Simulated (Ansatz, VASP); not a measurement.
# Two plane-wave programs on TaN

```
Ta N
1.0
     0.00000    2.18989    2.17900
     2.17900    0.00000    2.17900
     2.17900    2.18989    0.00000
Ta N
1 1
Direct
  0.50000 0.50000 0.50000
  0.00000 0.00000 0.00000
```

Change from the starting cell: strain +0.0050 x Voigt [0, 1, 0, 0, 0, 0], atoms carried along.

Alike in both runs: task single point; functional r2SCAN; k mesh 18 × 18 × 18; occupations gaussian, width 0.15 eV; no spin polarisation.

```csv
,VASP,Ansatz
version,VASP 6.6.1,Ansatz 0.2.0
potentials or method,"VASP PAW PBE potentials, release 64 (Ta_pv, N), cutoff 520 eV","scalar-relativistic, plane waves, PAW"
valence electrons in the cell,16,18
```

```tsv
	VASP	Ansatz	Ansatz less VASP
gap on the k mesh at the Fermi level (eV)	none	none	-
pressure (GPa)	10.0	7.9	-2.10
traceless stress, the component that is largest in VASP (GPa)	-2.22	-2.22	+0.003
```

VASP's potentials were made for PBE, not for r2SCAN. A gap of «none» marks a metal or a gap that the smearing closes. The functional is the same, so the differences come from potentials, cutoffs and numerics. VASP's potentials hold 16 valence electrons a cell and Ansatz's 18, so a difference there can come from the potentials and not from the codes.

Neither program's run includes spin-orbit coupling.
